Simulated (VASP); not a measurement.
# Si (I4_1/amd) in VASP: notebook

Si is run at these levels: LDA; tasks: electric field gradients.

All numbers are computed with VASP 6.6.1; they aren't measurements. Logs are shortened: lines on timing, memory, paths and dates and some standing lists are left out, and cuts for length are marked.

**1. The cell of the first run**

The structure is tetragonal, space group I4_1/amd (No. 141). The conventional cell has a = 3.840 Å, b = 3.840 Å, c = 5.322 Å, α = 90.00°, β = 90.00°, γ = 90.00°. Within 3.1 Å of Si (site symmetry -4m2) lie 4 Si at 2.34 Å.

**2. Electric field gradients, LDA (zz strain of -2 %)**

INCAR reads:

```
ALGO = Normal
EDIFF = 1E-8
ENCUT = 520
GGA = CA
ISIF = 2
ISMEAR = -1
LASPH = True
LCHARG = False
LEFG = True
LREAL = False
LWAVE = False
NBANDS = 11
NELM = 100
PREC = Accurate
SIGMA = 0.08
```

KPOINTS reads:

```
k-points
0
Gamma
  11 11 11
```

POSCAR reads:

```
Si
1.0
    0.0000000000      2.7154700000      2.6611606000
    2.7154700000      0.0000000000      2.6611606000
    2.7154700000      2.7154700000      0.0000000000
Si
2
Direct
    0.5000000000      0.5000000000      0.5000000000
    0.7500000000      0.7500000000      0.7500000000
```

Potentials or basis: VASP PAW LDA potentials, release 64 (Si).

On the command line:

```
> cat potpaw_LDA.64/Si/POTCAR > POTCAR
> mpirun -np 1 vasp_std > vasp.out
```

OUTCAR:

```text
EDIFF = 1E-8
   ENCUT = 520
   GGA = CA
   ISIF = 2
   ISMEAR = -1
   LASPH = True
   LREAL = False
   NELM = 100
   PREC = Accurate

 ion  position               nearest neighbor table
   1  0.500  0.500  0.500-   2 2.34   2 2.34   2 2.34   2 2.34
   2  0.750  0.750  0.750-   1 2.34   1 2.34   1 2.34   1 2.34

  LATTYP: Found a body centered tetragonal cell.
 ALAT       =     3.8402545022
 C/A-ratio  =     1.3859292911

  Lattice vectors:

 A1 = (   0.0000000000,  -2.7154700000,  -2.6611606000)
 A2 = (   0.0000000000,   2.7154700000,  -2.6611606000)
 A3 = (   2.7154700000,   0.0000000000,   2.6611606000)

Analysis of symmetry for initial positions (statically):
=====================================================================
 Subroutine PRICEL returns:
 Original cell was already a primitive cell.

 Routine SETGRP: Setting up the symmetry group for a
 body centered tetragonal supercell.

 Subroutine GETGRP returns: Found 16 space group operations
 (whereof  8 operations were pure point group operations)
 out of a pool of 16 trial point group operations.

The static configuration has the point symmetry D_2d.
 The point group associated with its full space group is D_4h.

Analysis of symmetry for dynamics (positions and initial velocities):
=====================================================================
 Subroutine PRICEL returns:
 Original cell was already a primitive cell.

 Routine SETGRP: Setting up the symmetry group for a
 body centered tetragonal supercell.

 Subroutine GETGRP returns: Found 16 space group operations
 (whereof  8 operations were pure point group operations)
 out of a pool of 16 trial point group operations.

The dynamic configuration has the point symmetry D_2d.
 The point group associated with its full space group is D_4h.

 Subroutine INISYM returns: Found 16 space group operations
 (whereof  8 operations are pure point group operations),
 and found     1 'primitive' translations

----------------------------------------------------------------------------------------

                                     Primitive cell

  volume of cell :      39.2456

  direct lattice vectors                    reciprocal lattice vectors
     0.000000000  2.715470000  2.661160600    -0.184130187  0.184130187  0.187887946
     2.715470000  0.000000000  2.661160600     0.184130187 -0.184130187  0.187887946
     2.715470000  2.715470000  0.000000000     0.184130187  0.184130187 -0.187887946

  length of vectors
     3.802045904  3.802045904  3.840254502     0.321107042  0.321107042  0.321107042

  position of ions in fractional coordinates (direct lattice)
     0.500000000  0.500000000  0.500000000
     0.750000000  0.750000000  0.750000000

  ion indices of the primitive-cell ions
   primitive index   ion index
                 1           1
                 2           2

----------------------------------------------------------------------------------------

 KPOINTS: k-points

Automatic generation of k-mesh.
 Grid dimensions read from file:
 generate k-points for:   11   11   11

 Generating k-lattice:

  Cartesian coordinates                     Fractional coordinates (reciprocal lattice)
    -0.016739108  0.016739108  0.017080722     0.090909091  0.000000000  0.000000000
     0.016739108 -0.016739108  0.017080722     0.000000000  0.090909091  0.000000000
     0.016739108  0.016739108 -0.017080722    -0.000000000 -0.000000000  0.090909091

  Length of vectors
     0.029191549  0.029191549  0.029191549

  Shift w.r.t. Gamma in fractional coordinates (k-lattice)
     0.000000000  0.000000000  0.000000000

 Subroutine IBZKPT returns following result:
 ===========================================

 Found    126 irreducible k-points:

 Following reciprocal coordinates:
            Coordinates               Weight
  0.000000  0.000000  0.000000      1.000000
  0.090909  0.000000  0.000000      8.000000
  0.181818  0.000000  0.000000      8.000000
  0.272727  0.000000  0.000000      8.000000
  0.363636  0.000000  0.000000      8.000000
  0.454545 -0.000000  0.000000      8.000000
[... 16 lines left out ...]
 -0.272727  0.181818  0.000000      8.000000
 -0.181818  0.181818  0.000000      4.000000
 [... further k-points ...]
   k-points           NKPTS =    126   k-points in BZ     NKDIM =    126   number of bands    NBANDS=     11
   number of dos      NEDOS =    301   number of ions     NIONS =      2
   total plane-waves  NPLWV =  23520
   dimension x,y,z NGX =    28 NGY =   28 NGZ =   30
   dimension x,y,z NGXF=    56 NGYF=   56 NGZF=   60
   ions per type =               2
   NGX,Y,Z   is equivalent  to a cutoff of  12.24, 12.24, 12.99 a.u.
   NGXF,Y,Z  is equivalent  to a cutoff of  24.49, 24.49, 25.97 a.u.
 SYSTEM =  unknown system
   PREC   = accura    normal or accurate (medium, high low for compatibility)
   ISTART =      0    job   : 0-new  1-cont  2-samecut
   ICHARG =      2    charge: 1-file 2-atom 10-const
   ISPIN  =      1    spin polarized calculation?
   LNONCOLLINEAR =      F non collinear calculations
   LSORBIT =      F    spin-orbit coupling
   LASPH  =      T    aspherical Exc in radial PAW
   ENCUT  =  520.0 eV  38.22 Ry    6.18 a.u.   7.07  7.07  7.14*2*pi/ulx,y,z
   NELM   =    100;   NELMIN=  2; NELMDL= -5     # of ELM steps
   EDIFF  = 0.1E-07   stopping-criterion for ELM
   LREAL  =      F    real-space projection
   EDIFFG = 0.1E-06   stopping-criterion for IOM
   NSW    =      0    number of steps for IOM
   IBRION =     -1    ionic relax: 0-MD 1-quasi-New 2-CG
   NFREE  =      0    steps in history (QN), initial steepest desc. (CG)
   ISIF   =      2    stress and relaxation
   ISYM   =      2    0-nonsym 1-usesym 2-fastsym
   POTIM  = 0.5000    time-step for ionic-motion
   TEBEG  =    0.0;   TEEND  =   0.0 temperature during run
   PSTRESS=    0.0 pullay stress
   NELECT =       8.0000    total number of electrons
   NUPDOWN=      -1.0000    fix difference up-down
   EMIN   =  10.00;   EMAX   =-10.00  energy-range for DOS
   EFERMI =   0.00;   METHOD = LEGACY
   ISMEAR =    -1;   SIGMA  =   0.08  broadening in eV -4-tet -1-fermi 0-gaus
   EFERMI_NEDOS =   21; number of points for ismear=-14 and -15
   IALGO  =     38    algorithm
   IMIX   =      4    mixing-type and parameters
     AMIX     =   0.40;   BMIX     =  1.00
     AMIX_MAG =   1.60;   BMIX_MAG =  1.00
  volume/ion in A,a.u.               =      19.62       132.42
  Fermi-wavevector in a.u.,A,eV,Ry     =   0.963477  1.820707 12.630111  0.928287
  Thomas-Fermi vector in A             =   2.093025
   LORBIT       =      0    0 simple, 1 ext, 2 COOP (PROOUT), +10 PAW based schemes
   GGA     = CA    functional components
   LHFCALC =     F    Hartree Fock is set to
   AEXX    =    0.0000 exact exchange contribution
   IVDW    =     0    specifies the selected vdW correction
   LEPSILON=     F    determine dielectric tensor
   LRPA    =     F    only Hartree local field effects (RPA)
 non-spin polarized calculation
  energy-cutoff  :      520.00
  volume of cell :       39.25
 maximum number of plane-waves:      1070
   NGX = 15   NGY = 15   NGZ = 15

 number of electron       8.0000000 magnetization

 Free energy of the ion-electron system (eV)
  ---------------------------------------------------
  ext. energy  EPLUGINS =         0.00000000
  ---------------------------------------------------
  free energy    TOTEN  =       -11.91631111 eV

  energy without entropy =      -11.91558425  energy(sigma->0) =      -11.91594768

 E-fermi :   6.1725     XC(G=0):  -9.6819

 val. band max:        6.0691669976   @ k =   0.0000   0.0000   0.0000
 cond. band min:       6.3148224111   @ k =   0.4545   0.4545   0.0000
 fundamental gap:      0.2456554135
 Fermi energy:         6.1724765351

 k-point     1 :       0.0000    0.0000    0.0000
  band No.  band energies     occupation
      1      -6.1189      2.00000
      2       5.9302      1.90773
      3       5.9302      1.90773
      4       6.0692      1.56876
      5       8.4630      0.00000
      6       8.5351      0.00000
      7       8.5351      0.00000
      8       9.4113      0.00000
      9      13.5297      0.00000
     10      13.7406      0.00000
     11      13.8951      0.00000

 k-point     2 :       0.0909    0.0000    0.0000
  band No.  band energies     occupation
      1      -6.0087      2.00000
      2       4.9746      2.00000
      3       5.7532      1.98947
      4       5.8589      1.96108
      5       8.5369      0.00000
      6       8.7525      0.00000
      7       8.7848      0.00000
      8      10.1743      0.00000
      9      13.2239      0.00000
     10      13.5417      0.00000
     11      14.2110      0.00000

 k-point     3 :       0.1818    0.0000    0.0000
  band No.  band energies     occupation
      1      -5.6822      2.00000
      2       3.2750      2.00000
      3       5.3939      1.99988
      4       5.5214      1.99942
      5       8.2349      0.00000
      6       9.2432      0.00000
      7       9.2432      0.00000
      8      11.7339      0.00000
      9      12.9080      0.00000
     10      13.1123      0.00000
     11      14.9730      0.00000

 k-point     4 :       0.2727    0.0000    0.0000
  band No.  band energies     occupation
      1      -5.1555      2.00000
      2       1.5886      2.00000
      3       5.0530      2.00000
      4       5.2075      1.99999
      5       7.8825      0.00000
      6       9.4352      0.00000
      7       9.5265      0.00000
      8      13.2125      0.00000
      9      13.2861      0.00000
     10      13.3488      0.00000
     11      14.7772      0.00000
[... 239 lines left out ...]
 k-point    22 :      -0.3636    0.1818    0.0000
  band No.  band energies     occupation
      1      -3.6639      2.00000
      2      -0.4594      2.00000
      3       2.7433      2.00000
      4       4.3558      2.00000
      5       8.0618      0.00000
      6      10.3439      0.00000
      7      10.3727      0.00000
      8      13.7497      0.00000
      9      13.7758      0.00000
     10      14.4810      0.00000
     11      17.4338      0.00000

 k-point    23 :      -0.2727    0.1818    0.0000
  band No.  band energies     occupation
      1      -4.3591      2.00000
      2       0.6956      2.00000
      3       2.8086      2.00000
      4       4.7552      2.00000
      5       8.4568      0.00000
      6      10.1750      0.00000
      7      10.3889      0.00000
      8      12.3595      0.00000
      9      12.4429      0.00000
     10      16.0327      0.00000
     11      17.7597      0.00000

 k-point    24 :      -0.1818    0.1818    0.0000
  band No.  band energies     occupation
      1      -4.9865      2.00000
      2       1.9046      2.00000
      3       3.2884      2.00000
      4       5.1888      1.99999
      5       8.8357      0.00000
      6       9.7163      0.00000
      7      10.0860      0.00000
      8      11.6678      0.00000
      9      11.9479      0.00000
     10      15.8670      0.00000
     11      16.6133      0.00000

 [... further k-points ...]
[... 5 lines left out ...]
  --------------------------------------------------------------------------------------
  -------------------------------------------------------------------------------------
  Total       -0.0450476     -0.0450476      0.4067536      0.0000000      0.0000000      0.0000000
  in kB       -1.8390382     -1.8390382     16.6054592      0.0000000      0.0000000      0.0000000
  external PRESSURE =       4.3091276 kB  Pullay stress =       0.0000000 kB

 VOLUME and BASIS-vectors are now :
 -----------------------------------------------------------------------------
  energy-cutoff  :      520.00
  volume of cell :       39.25
      direct lattice vectors                 reciprocal lattice vectors
     0.000000000  2.715470000  2.661160600    -0.184130187  0.184130187  0.187887946
     2.715470000  0.000000000  2.661160600     0.184130187 -0.184130187  0.187887946
     2.715470000  2.715470000  0.000000000     0.184130187  0.184130187 -0.187887946

 POSITION                                       TOTAL-FORCE (eV/Angst)
 -----------------------------------------------------------------------------------
      2.71547      2.71547      2.66116         0.000000      0.000000      0.000000
      4.07320      4.07320      3.99174        -0.000000     -0.000000     -0.000000
 -----------------------------------------------------------------------------------
    total drift:                                0.000000      0.000000     -0.000000

  FREE ENERGIE OF THE ION-ELECTRON SYSTEM (eV)
  ---------------------------------------------------
  free  energy   TOTEN  =       -11.9163111147 eV

  energy  without entropy=      -11.9155842532  energy(sigma->0) =      -11.91594768

 Electric field gradients (V/A^2)
---------------------------------------------------------------------
 ion       V_xx      V_yy      V_zz      V_xy      V_xz      V_yz
---------------------------------------------------------------------
   1      -0.120    -0.120     0.240    -0.000    -0.000    -0.000
   2      -0.120    -0.120     0.240    -0.000    -0.000    -0.000
---------------------------------------------------------------------

 Electric field gradients after diagonalization (V/A^2)
 (convention: |V_zz| > |V_xx| > |V_yy|)
----------------------------------------------------------------------
 ion       V_xx      V_yy      V_zz     asymmetry (V_yy - V_xx)/ V_zz
----------------------------------------------------------------------
   1      -0.120    -0.120     0.240       0.001
   2      -0.120    -0.120     0.240       0.001
----------------------------------------------------------------------

           NMR quadrupolar parameters

 Cq : quadrupolar parameter    Cq=e*Q*V_zz/h
 eta: asymmetry parameters     (V_yy - V_xx)/ V_zz
 Q  : nuclear electric quadrupole moment in mb (millibarn)
----------------------------------------------------------------------
 ion       Cq(MHz)       eta       Q (mb)
----------------------------------------------------------------------
   1       0.001       0.001       1.000
   2       0.001       0.001       1.000
----------------------------------------------------------------------
```

Wall time 16 s (1 thread of Intel Xeon 6975P-C (Granite Rapids), shared host); peak memory 0.16 GiB.

Results:

```
Free energy            : -11.9163 eV
Pressure               : 0.4 GPa
Band gap on the k mesh : 0.25 eV, indirect (least direct gap 2.39 eV)
```

Stress tensor (GPa, compression positive):
```
-0.18  0.00  0.00
 0.00 -0.18  0.00
 0.00  0.00  1.66
```

Caveat: the cell differs from its parent crystal (zz strain of -2 %); without QUAD_EFG the Cq values of the log hold for a quadrupole moment of 1 mb, not for the nuclei. A k mesh can miss the band edges.

(Continued in part 2 of 2.)
